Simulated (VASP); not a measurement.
# NaF (P6_3mc) in VASP: a series of runs

Runs on NaF. Level: PBE. Tasks: single point, relaxation of cell and atoms.

Program: VASP 6.6.1. These are calculated values, not measurements. Logs are shortened: lines on timing, memory, paths and dates and some standing lists are left out, and cuts for length are marked.

## Step 1: The cell of the first run

The structure is hexagonal, space group P6_3mc (No. 186). Conventional cell: a = 3.489 Å, b = 3.489 Å, c = 5.697 Å, α = 90.00°, β = 90.00°, γ = 120.00°. Na (site symmetry 3m) has 4 F at 2.14 Å within 2.8 Å. Within 2.8 Å of F (site symmetry 3m) lie 4 Na at 2.14 Å.

The cell was generated, and may not be a known phase.

## Step 2: Single point, PBE

INCAR reads:

```
ALGO     = Normal         # electronic algorithm
EDIFF    = 1E-6           # SCF threshold, eV
ENCUT    = 520            # plane-wave cutoff, eV
GGA      = PE             # functional
ISIF     = 2              # what is computed and relaxed
ISMEAR   = 0              # smearing method
LASPH    = T              # aspherical terms in the spheres
LCHARG   = T              # write CHGCAR
LELF     = T              # ELF
LREAL    = F              # projectors in reciprocal space
LVHAR    = T            
LWAVE    = F              # write WAVECAR
NBANDS   = 22             # bands
NELM     = 100            # most SCF steps
PREC     = Accurate       # precision mode
SIGMA    = 0.1            # smearing width, eV
```

KPOINTS reads:

```
k-points
0
Gamma
  6 6 4
```

POSCAR reads:

```
NaF
1.0
    3.4888898300      0.0000000000      0.0000000000
   -1.7444449100      3.0214672200      0.0000000000
    0.0000000000      0.0000000000      5.6973335400
Na F
2 2
Direct
    0.3333333300      0.6666666700      0.9374999900
    0.6666666700      0.3333333300      0.4374999900
    0.6666666700      0.3333333300      0.0625000100
    0.3333333300      0.6666666700      0.5625000100
```

Potentials or basis: VASP PAW PBE potentials, release 64 (Na_pv, F).

Started as:

```sh
$ cat potpaw_PBE.64/Na_pv/POTCAR potpaw_PBE.64/F/POTCAR > POTCAR
$ mpirun -np 1 vasp_std > vasp.out
```

OUTCAR:

```text
EDIFF = 1E-6
   ENCUT = 520
   GGA = PE
   ISIF = 2
   ISMEAR = 0
   LASPH = T
   LREAL = F
   NELM = 100
   PREC = Accurate

 ion  position               nearest neighbor table
   1  0.333  0.667  0.937-   4 2.14   3 2.14   3 2.14   3 2.14
   2  0.667  0.333  0.437-   3 2.14   4 2.14   4 2.14   4 2.14
   3  0.667  0.333  0.063-   2 2.14   1 2.14   1 2.14   1 2.14
   4  0.333  0.667  0.563-   1 2.14   2 2.14   2 2.14   2 2.14

  LATTYP: Found a hexagonal cell.
 ALAT       =     3.4888898300
 C/A-ratio  =     1.6329932493

  Lattice vectors:

 A1 = (   3.4888898300,   0.0000000000,   0.0000000000)
 A2 = (  -1.7444449100,   3.0214672200,   0.0000000000)
 A3 = (   0.0000000000,   0.0000000000,   5.6973335400)

Analysis of symmetry for initial positions (statically):
=====================================================================
 Subroutine PRICEL returns:
 Original cell was already a primitive cell.

 Routine SETGRP: Setting up the symmetry group for a
 hexagonal supercell.

 Subroutine GETGRP returns: Found 12 space group operations
 (whereof  6 operations were pure point group operations)
 out of a pool of 24 trial point group operations.

The static configuration has the point symmetry C_3v.
 The point group associated with its full space group is C_6v.

Analysis of symmetry for dynamics (positions and initial velocities):
=====================================================================
 Subroutine PRICEL returns:
 Original cell was already a primitive cell.

 Routine SETGRP: Setting up the symmetry group for a
 hexagonal supercell.

 Subroutine GETGRP returns: Found 12 space group operations
 (whereof  6 operations were pure point group operations)
 out of a pool of 24 trial point group operations.

The dynamic configuration has the point symmetry C_3v.
 The point group associated with its full space group is C_6v.

 Subroutine INISYM returns: Found 12 space group operations
 (whereof  6 operations are pure point group operations),
 and found     1 'primitive' translations

----------------------------------------------------------------------------------------

                                     Primitive cell

  volume of cell :      60.0588

  direct lattice vectors                    reciprocal lattice vectors
     3.488889830  0.000000000  0.000000000     0.286624127  0.165482516  0.000000000
    -1.744444910  3.021467220  0.000000000     0.000000000  0.330965034  0.000000000
     0.000000000  0.000000000  5.697333540     0.000000000  0.000000000  0.175520705

  length of vectors
     3.488889830  3.488889824  5.697333540     0.330965033  0.330965034  0.175520705

  position of ions in fractional coordinates (direct lattice)
     0.333333330  0.666666670  0.937499990
     0.666666670  0.333333330  0.437499990
     0.666666670  0.333333330  0.062500010
     0.333333330  0.666666670  0.562500010

  ion indices of the primitive-cell ions
   primitive index   ion index
                 1           1
                 2           2
                 3           3
                 4           4

----------------------------------------------------------------------------------------

 KPOINTS: k-points

Automatic generation of k-mesh.
 Grid dimensions read from file:
 generate k-points for:    6    6    4

 Generating k-lattice:

  Cartesian coordinates                     Fractional coordinates (reciprocal lattice)
     0.047770688  0.027580419  0.000000000     0.166666667 -0.000000000  0.000000000
     0.000000000  0.055160839  0.000000000     0.000000000  0.166666667  0.000000000
     0.000000000  0.000000000  0.043880176     0.000000000  0.000000000  0.250000000

  Length of vectors
     0.055160839  0.055160839  0.043880176

  Shift w.r.t. Gamma in fractional coordinates (k-lattice)
     0.000000000  0.000000000  0.000000000

 Subroutine IBZKPT returns following result:
 ===========================================

 Found     21 irreducible k-points:

 Following reciprocal coordinates:
            Coordinates               Weight
  0.000000  0.000000  0.000000      1.000000
  0.166667  0.000000  0.000000      6.000000
  0.333333  0.000000  0.000000      6.000000
  0.500000  0.000000  0.000000      3.000000
  0.166667  0.166667  0.000000      6.000000
  0.333333  0.166667  0.000000     12.000000
[... 13 lines left out ...]
  0.333333  0.166667  0.500000     12.000000
  0.333333  0.333333  0.500000      2.000000
   k-points           NKPTS =     21   k-points in BZ     NKDIM =     21   number of bands    NBANDS=     22
   number of dos      NEDOS =    301   number of ions     NIONS =      4
   total plane-waves  NPLWV =  32928
   dimension x,y,z NGX =    28 NGY =   28 NGZ =   42
   dimension x,y,z NGXF=    56 NGYF=   56 NGZF=   84
   ions per type =               2   2
   NGX,Y,Z   is equivalent  to a cutoff of  13.34, 13.34, 12.26 a.u.
   NGXF,Y,Z  is equivalent  to a cutoff of  26.68, 26.68, 24.51 a.u.
 SYSTEM =  unknown system
   PREC   = accura    normal or accurate (medium, high low for compatibility)
   ISTART =      0    job   : 0-new  1-cont  2-samecut
   ICHARG =      2    charge: 1-file 2-atom 10-const
   ISPIN  =      1    spin polarized calculation?
   LNONCOLLINEAR =      F non collinear calculations
   LSORBIT =      F    spin-orbit coupling
   LASPH  =      T    aspherical Exc in radial PAW
   ENCUT  =  520.0 eV  38.22 Ry    6.18 a.u.   6.49  6.49 10.59*2*pi/ulx,y,z
   NELM   =    100;   NELMIN=  2; NELMDL= -5     # of ELM steps
   EDIFF  = 0.1E-05   stopping-criterion for ELM
   LREAL  =      F    real-space projection
   EDIFFG = 0.1E-04   stopping-criterion for IOM
   NSW    =      0    number of steps for IOM
   IBRION =     -1    ionic relax: 0-MD 1-quasi-New 2-CG
   NFREE  =      0    steps in history (QN), initial steepest desc. (CG)
   ISIF   =      2    stress and relaxation
   ISYM   =      2    0-nonsym 1-usesym 2-fastsym
   POTIM  = 0.5000    time-step for ionic-motion
   TEBEG  =    0.0;   TEEND  =   0.0 temperature during run
   PSTRESS=    0.0 pullay stress
   NELECT =      28.0000    total number of electrons
   NUPDOWN=      -1.0000    fix difference up-down
   EMIN   =  10.00;   EMAX   =-10.00  energy-range for DOS
   EFERMI =   0.00;   METHOD = LEGACY
   ISMEAR =     0;   SIGMA  =   0.10  broadening in eV -4-tet -1-fermi 0-gaus
   EFERMI_NEDOS =   21; number of points for ismear=-14 and -15
   IALGO  =     38    algorithm
   IMIX   =      4    mixing-type and parameters
     AMIX     =   0.40;   BMIX     =  1.00
     AMIX_MAG =   1.60;   BMIX_MAG =  1.00
  volume/ion in A,a.u.               =      15.01       101.32
  Fermi-wavevector in a.u.,A,eV,Ry     =   1.269410  2.398837 21.924451  1.611402
  Thomas-Fermi vector in A             =   2.402453
   LORBIT       =      0    0 simple, 1 ext, 2 COOP (PROOUT), +10 PAW based schemes
   GGA     = PE    functional components
   LHFCALC =     F    Hartree Fock is set to
   AEXX    =    0.0000 exact exchange contribution
   IVDW    =     0    specifies the selected vdW correction
   LEPSILON=     F    determine dielectric tensor
   LRPA    =     F    only Hartree local field effects (RPA)
 non-spin polarized calculation
 Gauss-broadening in eV      SIGMA  =   0.10
  energy-cutoff  :      520.00
  volume of cell :       60.06
 maximum number of plane-waves:      1653
 NGX is ok and might be reduce to    28
   NGX = 13   NGY = 13   NGZ = 21

 number of electron      27.9999985 magnetization

 Free energy of the ion-electron system (eV)
  ---------------------------------------------------
  ext. energy  EPLUGINS =         0.00000000
  ---------------------------------------------------
  free energy    TOTEN  =       -16.68916321 eV

  energy without entropy =      -16.68916321  energy(sigma->0) =      -16.68916321

 E-fermi :  -2.7378     XC(G=0):  -8.0549

 val. band max:       -3.1776887642   @ k =   0.0000   0.0000   0.0000
 cond. band min:       2.7260508057   @ k =   0.0000   0.0000   0.0000
 fundamental gap:      5.9037395699
 Fermi energy:        -2.7378189559

 k-point     1 :       0.0000    0.0000    0.0000
  band No.  band energies     occupation
      1     -22.6038      2.00000
      2     -21.9962      2.00000
      3     -21.7505      2.00000
      4     -21.7505      2.00000
      5     -21.7348      2.00000
      6     -21.7348      2.00000
[... 14 lines left out ...]
     21      17.1790      0.00000
     22      17.1790      0.00000

 k-point     2 :       0.1667    0.0000    0.0000
  band No.  band energies     occupation
      1     -22.6278      2.00000
      2     -22.2468      2.00000
      3     -21.7773      2.00000
      4     -21.7568      2.00000
      5     -21.7385      2.00000
      6     -21.7337      2.00000
[... 14 lines left out ...]
     21      16.2073      0.00000
     22      16.2274      0.00000

 k-point     3 :       0.3333    0.0000    0.0000
  band No.  band energies     occupation
      1     -22.6739      2.00000
      2     -22.4962      2.00000
      3     -21.8004      2.00000
      4     -21.7690      2.00000
      5     -21.7465      2.00000
      6     -21.7464      2.00000
[... 14 lines left out ...]
     21      14.6555      0.00000
     22      15.1093      0.00000

 k-point     4 :       0.5000    0.0000    0.0000
  band No.  band energies     occupation
      1     -22.6912      2.00000
      2     -22.5949      2.00000
      3     -21.7981      2.00000
      4     -21.7750      2.00000
      5     -21.7582      2.00000
      6     -21.7505      2.00000
[... 14 lines left out ...]
     21      14.6202      0.00000
     22      14.7387      0.00000

 k-point     5 :       0.1667    0.1667    0.0000
  band No.  band energies     occupation
      1     -22.6615      2.00000
      2     -22.4418      2.00000
      3     -21.7944      2.00000
      4     -21.7721      2.00000
      5     -21.7494      2.00000
      6     -21.7420      2.00000
[... 14 lines left out ...]
     21      14.2721      0.00000
     22      15.9074      0.00000

 k-point     6 :       0.3333    0.1667    0.0000
  band No.  band energies     occupation
      1     -22.6844      2.00000
      2     -22.5918      2.00000
      3     -21.7976      2.00000
      4     -21.7849      2.00000
      5     -21.7634      2.00000
      6     -21.7564      2.00000
[... 14 lines left out ...]
     21      13.4130      0.00000
     22      15.0441      0.00000

 k-point     7 :       0.3333    0.3333    0.0000
  band No.  band energies     occupation
      1     -22.6594      2.00000
      2     -22.6594      2.00000
      3     -21.8086      2.00000
      4     -21.7773      2.00000
      5     -21.7732      2.00000
      6     -21.7732      2.00000
[... 249 lines left out ...]
      6     -21.7577      2.00000
[... 14 lines left out ...]
     21      14.8727      0.00000
     22      14.8727      0.00000

 k-point    18 :       0.5000    0.0000    0.5000
  band No.  band energies     occupation
      1     -22.6576      2.00000
      2     -22.6576      2.00000
      3     -21.7627      2.00000
      4     -21.7627      2.00000
      5     -21.7614      2.00000
      6     -21.7614      2.00000
[... 14 lines left out ...]
     21      14.7050      0.00000
     22      14.7050      0.00000

 k-point    19 :       0.1667    0.1667    0.5000
  band No.  band energies     occupation
      1     -22.5724      2.00000
      2     -22.5724      2.00000
      3     -21.7645      2.00000
      4     -21.7645      2.00000
      5     -21.7566      2.00000
      6     -21.7566      2.00000
[... 14 lines left out ...]
     21      14.3739      0.00000
     22      14.3739      0.00000

 k-point    20 :       0.3333    0.1667    0.5000
  band No.  band energies     occupation
      1     -22.6526      2.00000
      2     -22.6526      2.00000
      3     -21.7782      2.00000
      4     -21.7782      2.00000
      5     -21.7562      2.00000
      6     -21.7562      2.00000
[... 14 lines left out ...]
     21      14.5440      0.00000
     22      14.5440      0.00000

 k-point    21 :       0.3333    0.3333    0.5000
  band No.  band energies     occupation
      1     -22.6727      2.00000
      2     -22.6727      2.00000
      3     -21.7930      2.00000
      4     -21.7930      2.00000
      5     -21.7539      2.00000
      6     -21.7539      2.00000
[... 14 lines left out ...]
     21      14.8333      0.00000
     22      14.8333      0.00000

------------------------ aborting loop because EDIFF is reached ----------------------------------------

  FORCE on cell =-STRESS in cart. coord.  units (eV):
  Direction    XX          YY          ZZ          XY          YZ          ZX
  --------------------------------------------------------------------------------------
  -------------------------------------------------------------------------------------
  Total        2.2619516      2.2619516      1.8832921      0.0000000      0.0000000      0.0000000
  in kB       60.3416381     60.3416379     50.2402151      0.0000001      0.0000000      0.0000000
  external PRESSURE =      56.9744970 kB  Pullay stress =       0.0000000 kB

 VOLUME and BASIS-vectors are now :
 -----------------------------------------------------------------------------
  energy-cutoff  :      520.00
  volume of cell :       60.06
      direct lattice vectors                 reciprocal lattice vectors
     3.488889830  0.000000000  0.000000000     0.286624127  0.165482516  0.000000000
    -1.744444910  3.021467220  0.000000000     0.000000000  0.330965034  0.000000000
     0.000000000  0.000000000  5.697333540     0.000000000  0.000000000  0.175520705

 POSITION                                       TOTAL-FORCE (eV/Angst)
 -----------------------------------------------------------------------------------
     -0.00000      2.01431      5.34125        -0.000000     -0.000000      0.042445
      1.74444      1.00716      2.49258        -0.000000     -0.000000      0.042445
      1.74444      1.00716      0.35608        -0.000000      0.000000     -0.042445
     -0.00000      2.01431      3.20475         0.000000     -0.000000     -0.042445
 -----------------------------------------------------------------------------------
    total drift:                               -0.000028      0.000017     -0.001497

  FREE ENERGIE OF THE ION-ELECTRON SYSTEM (eV)
  ---------------------------------------------------
  free  energy   TOTEN  =       -16.6891632063 eV

  energy  without entropy=      -16.6891632062  energy(sigma->0) =      -16.68916321
```

Wall time 16 s (1 thread of Intel Xeon Platinum 8488C (Sapphire Rapids), shared host); peak memory 0.17 GiB.

What came out:

* Free energy: -16.6892 eV
* Pressure: 5.7 GPa
* Largest force: 0.042 eV/Å
* Band gap on the k mesh: 5.90 eV

Forces in eV/Å, atoms in the order of the input:
```
Na   0.000  0.000  0.042
Na   0.000  0.000  0.042
F    0.000  0.000 -0.042
F    0.000  0.000 -0.042
```

Caveat: the cell stands under pressure. A k mesh can miss the band edges.

(Part 1 of 2 ends here.)
